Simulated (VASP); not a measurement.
Write the native input for VASP 6.6.1 that does the following.

| Item | Value |
| --- | --- |
| Task | single point |
| Functional | PBEsol |
| Potentials or basis | VASP PAW PBE potentials, release 64 (In_d, Ga_d, N) |
| Cutoff | 520 eV |
| k mesh | 4 × 2 × 2 |
| Occupations | gaussian, width 0.02 eV |
| Spin | no spin polarisation |
| Dipole correction | no |
| Further INCAR settings | LREAL = Auto; ALGO = Normal; EDIFF = 1e-06; NBANDS = 86 |

The structure of In3Ga5N8 lies in POSCAR:

```
In3Ga5N8
1.0
   -0.0051954492     -0.0029995940     -5.3632241054
    3.3471450019      5.7515020957      0.0063985462
    3.3073744239     -5.7285405418      0.0000000000
In Ga N
3 5 8
Direct
    0.0012424251      0.1601697250      0.3248532857
    0.0012424251      0.1601697250      0.8353164393
    0.5014768896      0.3425924847      0.6712962424
    0.0047463432      0.6654079517      0.3327039758
    0.0019078238      0.6712474917      0.8356237458
    0.4999866286      0.3387029891      0.1693514945
    0.5021334005      0.8290335085      0.6650577597
    0.5021334005      0.8290335085      0.1639757488
    0.6011839474      0.1551440694      0.3123587104
    0.6011839474      0.1551440694      0.8427853591
    0.6318286096      0.6678670353      0.3339335176
    0.6365574175      0.6914316029      0.8457158014
    0.1041674787      0.3546644189      0.6773322094
    0.1400999182      0.3574533144      0.1787266572
    0.1350546724      0.8109690528      0.6547415617
    0.1350546724      0.8109690528      0.1562274911
```

These files were run (other wordings do the same):

INCAR

```
  PREC = Accurate
  ENCUT = 520
  EDIFF = 1E-6
  ISMEAR = 0
  SIGMA = 0.02
  LREAL = Auto
  LASPH = T
  NELM = 100
  ALGO = Normal
  ISIF = 2
  LWAVE = F
  LCHARG = T
  GGA = PS
  LELF = T
  LVHAR = T
  NBANDS = 86
```

KPOINTS

```
regular mesh
0
Gamma
  4 2 2
```

Potentials or basis: VASP PAW PBE potentials, release 64 (In_d, Ga_d, N).

Run with:

```console
$ cat potpaw_PBE.64/In_d/POTCAR potpaw_PBE.64/Ga_d/POTCAR potpaw_PBE.64/N/POTCAR > POTCAR
$ mpirun -np 1 vasp_std > vasp.out
```

It gave:

```
Pressure               : -0.1 GPa
Largest force          : 0.044 eV/Å
Band gap on the k mesh : 0.70 eV, direct
```

Caveat: the k points lie up to 0.55 Å⁻¹ apart; the PAW data sets were made with another functional, which shifts forces and pressure a little; spin-orbit coupling is left out, which moves the levels of the heavy elements.

Run time: 5.8 min on 1 thread of Intel(R) Xeon(R) Platinum 8488C (Sapphire Rapids) (shared host), peak memory 0.36 GiB.
